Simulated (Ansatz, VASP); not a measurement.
**One calculation of Sb, two programs**

```
CELL_PARAMETERS angstrom
3.16000 0.00000 0.00000
0.00000 3.16000 0.00000
0.00000 0.00000 3.16000
ATOMIC_POSITIONS crystal
Sb 0.00000 0.00000 0.00000
```

Alike in both runs: task single point; functional PBE; k mesh 8 × 8 × 8; occupations gaussian, width 0.1 eV; no spin polarisation.

|  | VASP | Ansatz |
| --- | --- | --- |
| version | VASP 6.6.1 | Ansatz 0.2.0 |
| potentials or method | VASP PAW PBE potentials, release 64 (Sb) | Ansatz PAW |
| plane-wave cutoff (eV) | 500 | 420 |
| valence electrons in the cell | 5 | 15 |

```tsv
	VASP	Ansatz	Ansatz less VASP
gap on the k mesh at the Fermi level (eV)	none	none	-
pressure (GPa)	-2.3	-2.3	+0.04
```

A gap of «none» marks a metal or a gap that the smearing closes. VASP's potentials hold 5 valence electrons a cell and Ansatz's 15, so a difference there can come from the potentials and not from the codes.

Spin-orbit coupling is off throughout.
